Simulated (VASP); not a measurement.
# Te2Mo (P6_3/mmc) in VASP: a series of runs

Runs on Te2Mo. Level: PBE. Tasks: single point.

Everything below comes from runs of VASP 6.6.1. Logs are shortened: lines on timing, memory, paths and dates and some standing lists are left out, and cuts for length are marked.

### Step 1. The cell of the first run

Symmetry: P6_3/mmc, No. 194, hexagonal system. Conventional cell: a = 3.518 Å, b = 3.518 Å, c = 13.694 Å, α = 90.00°, β = 90.00°, γ = 120.00°. Within 3.9 Å of Te (site symmetry 3m) lie 3 Mo at 2.72 Å and 10 Te at 3.52 to 3.81 Å. Mo (site symmetry -6m2) has 6 Te at 2.72 Å and 6 Mo at 3.52 Å within 3.6 Å.

### Step 2. Single point, PBE (z stretched by -2 %, then relaxed in part)

INCAR

```
PREC = Accurate
ENCUT = 520
EDIFF = 1E-7
ISMEAR = -1
SIGMA = 0.02
LREAL = False
LASPH = True
NELM = 80
ALGO = Normal
ISIF = 2
LWAVE = False
LCHARG = False
GGA = PE
NBANDS = 35
```

KPOINTS

```
regular mesh
0
Gamma
  14 14 3
```

POSCAR

```
Te2Mo
1.0
    3.5182000000      0.0000000000      0.0000000000
   -1.7591000000      3.0468505756      0.0000000000
    0.0000000000      0.0000000000     13.6941280000
Te Mo
4 2
Direct
    0.3333333333      0.6666666667      0.6178105779
    0.6666666667      0.3333333333      0.1178105779
    0.3333333333      0.6666666667      0.8821894221
    0.6666666667      0.3333333333      0.3821894221
    0.3333333333      0.6666666667      0.2500000000
    0.6666666667      0.3333333333      0.7500000000
```

Potentials or basis: VASP PAW PBE potentials, release 64 (Te, Mo_sv).

On the command line:

```sh
cat potpaw_PBE.64/Te/POTCAR potpaw_PBE.64/Mo_sv/POTCAR > POTCAR
mpirun -np 1 vasp_std > vasp.out
```

OUTCAR:

```text
PREC = Accurate
   ENCUT = 520
   EDIFF = 1E-7
   ISMEAR = -1
   LREAL = False
   LASPH = True
   NELM = 80
   ISIF = 2
   GGA = PE

 ion  position               nearest neighbor table
   1  0.333  0.667  0.618-   6 2.72   6 2.72   6 2.72   3 3.62
   2  0.667  0.333  0.118-   5 2.72   5 2.72   5 2.72   4 3.62
   3  0.333  0.667  0.882-   6 2.72   6 2.72   6 2.72   1 3.62
   4  0.667  0.333  0.382-   5 2.72   5 2.72   5 2.72   2 3.62
   5  0.333  0.667  0.250-   2 2.72   4 2.72   2 2.72   4 2.72   2 2.72   4 2.72
   6  0.667  0.333  0.750-   1 2.72   3 2.72   1 2.72   3 2.72   1 2.72   3 2.72

  LATTYP: Found a hexagonal cell.
 ALAT       =     3.5182000000
 C/A-ratio  =     3.8923676880

  Lattice vectors:

 A1 = (   3.5182000000,   0.0000000000,   0.0000000000)
 A2 = (  -1.7591000000,   3.0468505756,   0.0000000000)
 A3 = (   0.0000000000,   0.0000000000,  13.6941280000)

Analysis of symmetry for initial positions (statically):
=====================================================================
 Subroutine PRICEL returns:
 Original cell was already a primitive cell.

 Routine SETGRP: Setting up the symmetry group for a
 hexagonal supercell.

 Subroutine GETGRP returns: Found 24 space group operations
 (whereof 12 operations were pure point group operations)
 out of a pool of 24 trial point group operations.

The static configuration has the point symmetry D_3d.
 The point group associated with its full space group is D_6h.

Analysis of symmetry for dynamics (positions and initial velocities):
=====================================================================
 Subroutine PRICEL returns:
 Original cell was already a primitive cell.

 Routine SETGRP: Setting up the symmetry group for a
 hexagonal supercell.

 Subroutine GETGRP returns: Found 24 space group operations
 (whereof 12 operations were pure point group operations)
 out of a pool of 24 trial point group operations.

The dynamic configuration has the point symmetry D_3d.
 The point group associated with its full space group is D_6h.

 Subroutine INISYM returns: Found 24 space group operations
 (whereof 12 operations are pure point group operations),
 and found     1 'primitive' translations

----------------------------------------------------------------------------------------

[... 100 lines left out ...]
   EDIFF  = 0.1E-06   stopping-criterion for ELM
   LREAL  =      F    real-space projection
   EDIFFG = 0.1E-05   stopping-criterion for IOM
   NSW    =      0    number of steps for IOM
   IBRION =     -1    ionic relax: 0-MD 1-quasi-New 2-CG
   NFREE  =      0    steps in history (QN), initial steepest desc. (CG)
   ISIF   =      2    stress and relaxation
   ISYM   =      2    0-nonsym 1-usesym 2-fastsym
   POTIM  = 0.5000    time-step for ionic-motion
   TEBEG  =    0.0;   TEEND  =   0.0 temperature during run
   PSTRESS=    0.0 pullay stress
   NELECT =      52.0000    total number of electrons
   NUPDOWN=      -1.0000    fix difference up-down
   EMIN   =  10.00;   EMAX   =-10.00  energy-range for DOS
   EFERMI =   0.00;   METHOD = LEGACY
   ISMEAR =    -1;   SIGMA  =   0.02  broadening in eV -4-tet -1-fermi 0-gaus
   EFERMI_NEDOS =   21; number of points for ismear=-14 and -15
   IALGO  =     38    algorithm
   IMIX   =      4    mixing-type and parameters
     AMIX     =   0.40;   BMIX     =  1.00
     AMIX_MAG =   1.60;   BMIX_MAG =  1.00
  volume/ion in A,a.u.               =      24.47       165.10
  Fermi-wavevector in a.u.,A,eV,Ry     =   1.158352  2.188968 18.256020  1.341780
  Thomas-Fermi vector in A             =   2.294955
   LORBIT       =      0    0 simple, 1 ext, 2 COOP (PROOUT), +10 PAW based schemes
   GGA     = PE    functional components
   LHFCALC =     F    Hartree Fock is set to
   AEXX    =    0.0000 exact exchange contribution
   IVDW    =     0    specifies the selected vdW correction
   LEPSILON=     F    determine dielectric tensor
   LRPA    =     F    only Hartree local field effects (RPA)
 non-spin polarized calculation
  energy-cutoff  :      520.00
  volume of cell :      146.79
 maximum number of plane-waves:      4011
 NGX is ok and might be reduce to    28
   NGX = 13   NGY = 13   NGZ = 51

 number of electron      52.0000000 magnetization

 Free energy of the ion-electron system (eV)
  ---------------------------------------------------
  ext. energy  EPLUGINS =         0.00000000
  ---------------------------------------------------
  free energy    TOTEN  =       -35.94125481 eV

  energy without entropy =      -35.94125480  energy(sigma->0) =      -35.94125480

 E-fermi :   8.8084     XC(G=0): -10.5781

 val. band max:        8.5076610554   @ k =   0.0000   0.0000   0.0000
 cond. band min:       9.1230995075   @ k =   0.2143   0.2143   0.0000
 fundamental gap:      0.6154384521
 Fermi energy:         8.8083937341

 k-point     1 :       0.0000    0.0000    0.0000
  band No.  band energies     occupation
      1     -52.3979      2.00000
      2     -52.3979      2.00000
      3     -26.5621      2.00000
      4     -26.5621      2.00000
      5     -26.4394      2.00000
      6     -26.4394      2.00000
[... 901 lines left out ...]
     34      12.4705      0.00000
     35      12.6828      0.00000

 [... further k-points ...]

------------------------ aborting loop because EDIFF is reached ----------------------------------------

  FORCE on cell =-STRESS in cart. coord.  units (eV):
  Direction    XX          YY          ZZ          XY          YZ          ZX
  --------------------------------------------------------------------------------------
  -------------------------------------------------------------------------------------
  Total        2.3546477      2.3546477      3.1633799      0.0000000      0.0000000      0.0000000
  in kB       25.6998419     25.6998419     34.5267635      0.0000000      0.0000000      0.0000000
  external PRESSURE =      28.6421491 kB  Pullay stress =       0.0000000 kB

 VOLUME and BASIS-vectors are now :
 -----------------------------------------------------------------------------
  energy-cutoff  :      520.00
  volume of cell :      146.79
      direct lattice vectors                 reciprocal lattice vectors
     3.518200000  0.000000000  0.000000000     0.284236257  0.164103880  0.000000000
    -1.759100000  3.046850576  0.000000000     0.000000000  0.328207759  0.000000000
     0.000000000  0.000000000 13.694128000     0.000000000  0.000000000  0.073024000

 POSITION                                       TOTAL-FORCE (eV/Angst)
 -----------------------------------------------------------------------------------
     -0.00000      2.03123      8.46038        -0.000000     -0.000000     -0.012053
      1.75910      1.01562      1.61331        -0.000000      0.000000     -0.012053
     -0.00000      2.03123     12.08081        -0.000000     -0.000000      0.012053
      1.75910      1.01562      5.23375        -0.000000      0.000000      0.012053
     -0.00000      2.03123      3.42353        -0.000000     -0.000000      0.000000
      1.75910      1.01562     10.27060         0.000000      0.000000      0.000000
 -----------------------------------------------------------------------------------
    total drift:                               -0.000000      0.000000     -0.000000

  FREE ENERGIE OF THE ION-ELECTRON SYSTEM (eV)
  ---------------------------------------------------
  free  energy   TOTEN  =       -35.9412548063 eV

  energy  without entropy=      -35.9412548034  energy(sigma->0) =      -35.94125480
```

OSZICAR:

```text
N       E                     dE             d eps       ncg     rms          rms(c)
DAV:   1     0.396777095958E+03    0.39678E+03   -0.26964E+04  3800   0.133E+03
DAV:   2    -0.159699717018E+02   -0.41275E+03   -0.39969E+03  4139   0.320E+02
DAV:   3    -0.367222983351E+02   -0.20752E+02   -0.20335E+02  4040   0.628E+01
DAV:   4    -0.371908220868E+02   -0.46852E+00   -0.46592E+00  3974   0.944E+00
DAV:   5    -0.372018743277E+02   -0.11052E-01   -0.11047E-01  4140   0.151E+00    0.216E+01
DAV:   6    -0.364372586626E+02    0.76462E+00   -0.57303E+00  3657   0.132E+01    0.890E+00
DAV:   7    -0.363862014654E+02    0.51057E-01   -0.49661E+00  3500   0.107E+01    0.616E+00
DAV:   8    -0.359425337996E+02    0.44367E+00   -0.98518E-01  3523   0.548E+00    0.273E+00
DAV:   9    -0.359488405869E+02   -0.63068E-02   -0.20254E-01  3934   0.204E+00    0.112E+00
DAV:  10    -0.359410171070E+02    0.78235E-02   -0.31048E-02  3615   0.103E+00    0.372E-01
DAV:  11    -0.359414278004E+02   -0.41069E-03   -0.24417E-03  4181   0.239E-01    0.199E-01
DAV:  12    -0.359413042624E+02    0.12354E-03   -0.29316E-04  3858   0.868E-02    0.152E-01
DAV:  13    -0.359412617396E+02    0.42523E-04   -0.91866E-05  3686   0.502E-02    0.738E-02
DAV:  14    -0.359412582369E+02    0.35027E-05   -0.13864E-05  3994   0.171E-02    0.414E-02
DAV:  15    -0.359412557141E+02    0.25229E-05   -0.22464E-06  3901   0.797E-03    0.200E-02
DAV:  16    -0.359412548616E+02    0.85248E-06   -0.14127E-06  3884   0.639E-03    0.653E-03
DAV:  17    -0.359412548063E+02    0.55254E-07   -0.99610E-08  2026   0.160E-03
   1 F= -.35941255E+02 E0= -.35941255E+02  d E =-.295117E-08
```

stdout:

```text
POSCAR found type information on POSCAR TeMo
 POSCAR found :  2 types and       6 ions
 scaLAPACK will be used
 LDA part: xc-table for (Slater+PW92), standard interpolation
 POSCAR, INCAR and KPOINTS ok, starting setup
 FFT: planning ... GRIDC
 FFT: planning ... GRID_SOFT
 FFT: planning ... GRID
 WAVECAR not read
 entering main loop
```

Wall time 2.3 min (1 thread of Intel Xeon 6975P-C (Granite Rapids), shared host); peak memory 0.39 GiB.

Results:

| Quantity | Value |
| --- | --- |
| Free energy | -35.9413 eV |
| Pressure | 2.9 GPa |
| Largest force | 0.012 eV/Å |
| Band gap on the k mesh | 0.62 eV (least direct gap 1.08 eV) |

Forces on the atoms (eV/Å):
```
Te   0.000  0.000 -0.012
Te   0.000  0.000 -0.012
Te   0.000  0.000  0.012
Te   0.000  0.000  0.012
Mo   0.000  0.000  0.000
Mo   0.000  0.000  0.000
```

Levels at points of the mesh, in eV from the valence-band top:
```tsv
k point	band 22	band 23	band 24	band 25	band 26	band 27	band 28	band 29	band 30	band 31
(0.00, 0.00, 0.00)	-1.13	-1.08	-1.08	-0.16	0.00	2.77	2.77	2.95	2.95	2.97
(0.50, 0.00, 0.00)	-1.88	-1.13	-1.04	-0.74	-0.36	1.17	1.25	1.35	1.73	2.48
```

Caveat: the cell differs from its parent crystal (z stretched by -2 %, then relaxed in part); spin-orbit coupling is left out, which moves the levels of the heavy elements; an odd mesh through Γ misses points on the zone boundary, where band edges can lie; this functional lacks dispersion, which binds the layers, so the pressure and a relaxed spacing across them are unreliable.

### Step 3. Single point, PBE

This run uses another cell than the first one, of 24.96 Å³/atom.

INCAR

```
SYSTEM = Te2Mo
PREC     = Accurate       ! precision mode
ENCUT    = 520            ! plane-wave cutoff, eV
EDIFF    = 1E-6           ! SCF threshold, eV
ISMEAR   = -1             ! smearing method
SIGMA    = 0.02           ! smearing width, eV
LREAL    = .FALSE.        ! projectors in reciprocal space
LASPH    = .TRUE.         ! aspherical terms in the spheres
NELM     = 80             ! most SCF steps
ALGO     = Normal         ! electronic algorithm
ISIF     = 2              ! what is computed and relaxed
LWAVE    = .FALSE.        ! write WAVECAR
LCHARG   = .FALSE.        ! write CHGCAR
GGA      = PE             ! functional
NBANDS   = 35             ! bands
```

KPOINTS

```
Automatic mesh
0
G
  14 14 3
  0 0 0
```

POSCAR

```
Te2Mo
1.0
    3.5182000000      0.0000000000      0.0000000000
   -1.7591000000      3.0468505756      0.0000000000
    0.0000000000      0.0000000000     13.9736000000
Te Mo
4 2
Direct
    0.3333333333      0.6666666667      0.6200857675
    0.6666666667      0.3333333333      0.1200857675
    0.3333333333      0.6666666667      0.8799142325
    0.6666666667      0.3333333333      0.3799142325
    0.3333333333      0.6666666667      0.2500000000
    0.6666666667      0.3333333333      0.7500000000
```

Potentials or basis: VASP PAW PBE potentials, release 64 (Te, Mo_sv).

On the command line:

```sh
cat potpaw_PBE.64/Te/POTCAR potpaw_PBE.64/Mo_sv/POTCAR > POTCAR
mpirun -np 1 vasp_std > vasp.out
```

Run time: 2.5 min. Hardware: 1 thread of Intel Xeon 6975P-C (Granite Rapids), shared host; peak memory 0.4 GiB.

It converged, with:

```yaml
Free_energy: -35.9925 eV
Pressure: 2.2 GPa
Largest_force: 0.006 eV/Å
Band_gap_on_the_k_mesh: 0.73 eV (least direct gap 1.10 eV)
```

Forces in eV/Å, atoms in the order of the input:
```
Te   0.000  0.000 -0.006
Te   0.000  0.000 -0.006
Te   0.000  0.000  0.006
Te   0.000  0.000  0.006
Mo   0.000  0.000  0.000
Mo   0.000  0.000  0.000
```

Levels at points of the mesh, in eV from the valence-band top:
```csv
k point,band 23,band 24,band 25,band 26,band 27,band 28,band 29,band 30
"(0.00, 0.00, 0.00)",-0.97,-0.97,-0.31,0.00,2.90,2.90,3.04,3.04
"(0.50, 0.00, 0.00)",-0.99,-0.94,-0.58,-0.27,1.29,1.35,1.46,1.81
```

Caveat: spin-orbit coupling is left out, which moves the levels of the heavy elements; an odd mesh through Γ misses points on the zone boundary, where band edges can lie; this functional lacks dispersion, which binds the layers, so the pressure and a relaxed spacing across them are unreliable.
